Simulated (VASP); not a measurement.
Wanted: the native input for a VASP 6.6.1 run.

```
Task                   : single point
Functional             : LDA
Potentials or basis    : VASP PAW LDA potentials, release 64 (Na_pv)
Cutoff                 : 520 eV
k mesh                 : 14 × 14 × 8
Occupations            : methfessel-paxton, width 0.05 eV
Spin                   : no spin polarisation
Dipole correction      : no
Further INCAR settings : ALGO = Normal; EDIFF = 1e-06; NBANDS = 14
```

The structure of Na lies in POSCAR:

```
Na
1.0
    3.6165805656      0.0000000000      0.0000000000
   -1.8082902828      3.1320506447      0.0000000000
    0.0000000000      0.0000000000      5.8850136714
Na
2
Direct
    0.3333333333      0.6666666667      0.2500000000
    0.6666666667      0.3333333333      0.7500000000
```

This isn't the form of Na at room conditions, which is bcc.

One way to write it, as run:

INCAR

```
SYSTEM = Na
  PREC = Accurate
  ENCUT = 520
  EDIFF = 1E-6
  ISMEAR = 1
  SIGMA = 0.05
  LREAL = .False.
  LASPH = .True.
  NELM = 60
  ALGO = Normal
  ISIF = 2
  LWAVE = .False.
  LCHARG = .False.
  NBANDS = 14
```

KPOINTS

```
regular mesh
0
Gamma
  14 14 8
  0 0 0
```

Potentials or basis: VASP PAW LDA potentials, release 64 (Na_pv).

Launch:

```bash
$ cat potpaw_LDA.64/Na_pv/POTCAR > POTCAR
$ mpirun -np 1 vasp_std > vasp.out
```

Results of the run:

```
Pressure               : 0.0 GPa
Band gap on the k mesh : zero (bands 7 and 8 overlap by 4.36 eV)
```

Wall time 110 s on 1 thread of Intel Xeon 8259CL (shared host), peak memory 0.21 GiB.
